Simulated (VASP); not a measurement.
Set up this calculation in VASP 6.6.1, as the native input.

* Task: single point
* Functional: PBE
* Potentials or basis: VASP PAW PBE potentials, release 64 (Pb_d, F, Cl)
* Cutoff: 520 eV
* k mesh: 3 × 3 × 3
* Occupations: fermi-dirac, width 0.01 eV
* Spin: no spin polarisation
* Dipole correction: no
* Further INCAR settings: LREAL = Auto; ALGO = Normal; EDIFF = 1e-07; NBANDS = 130

The structure of Pb8ClF15 (a cell with a defect) lies in POSCAR:

```
Pb8ClF15
1.0
    0.0000000000      3.8796427700      7.6637946300
    6.4081039300      0.0000000000      7.6637946300
    6.4081039300      3.8796427700      0.0000000000
Pb F Cl
8 15 1
Direct
    0.4432683993      0.4481303076      0.8082041408
    0.9417958592      0.9496028477      0.3067316007
    0.0336594562      0.0387580153      0.7163405438
    0.5655022553      0.5502050306      0.1844977447
    0.0506605254      0.5742121457      0.1768202927
    0.5731797073      0.0516929638      0.6993394746
    0.4683715099      0.9246828761      0.2816284901
    0.9592472953      0.4432538800      0.7907527047
    0.9473827507      0.1945201348      0.2890607154
    0.4609392846      0.6809636008      0.8026172493
    0.5267721920      0.3115780786      0.2232278080
    0.0186007049      0.7991204764      0.7313992951
    0.8097406188      0.5406045972      0.4302588656
    0.3197411344      0.0306040815      0.9402593812
    0.7041347988      0.9797007408      0.0458652012
    0.1937313135      0.4693369740      0.5562686865
    0.7744230256      0.6628207252      0.9755769744
    0.2300875519      0.3386337756      0.0130818599
    0.7369181401      0.8318031874      0.5199124481
    0.3290854324      0.7401393718      0.4209145676
    0.8366055769      0.2309461002      0.9133944231
    0.1704107479      0.7657759916      0.1061323607
    0.6438676393      0.2923191001      0.5795892521
    0.2618740802      0.1505949971      0.4881259198
```

One way to write it, as run:

INCAR

```
SYSTEM = Pb8ClF15
  PREC = Accurate
  ENCUT = 520
  EDIFF = 1E-7
  ISMEAR = -1
  SIGMA = 0.01
  LREAL = Auto
  LASPH = .TRUE.
  NELM = 100
  ALGO = Normal
  ISIF = 2
  LWAVE = .FALSE.
  LCHARG = .FALSE.
  GGA = PE
  NBANDS = 130
```

KPOINTS

```
regular mesh
0
G
  3 3 3
  0 0 0
```

Potentials or basis: VASP PAW PBE potentials, release 64 (Pb_d, F, Cl).

Command:

```bash
$ cat potpaw_PBE.64/Pb_d/POTCAR potpaw_PBE.64/F/POTCAR potpaw_PBE.64/Cl/POTCAR > POTCAR
$ mpirun -np 1 vasp_std > vasp.out
```

Results of the run:

| Item | Value |
| --- | --- |
| Pressure | 6.6 GPa |
| Largest force | 0.028 eV/Å |
| Band gap on the k mesh | 4.18 eV |

Caveat: spin-orbit coupling is left out, which moves the levels of the heavy elements.

Run time: 12 min on 1 thread of Intel(R) Xeon(R) 6975P-C (Granite Rapids), on a shared host, peak memory 0.77 GiB.
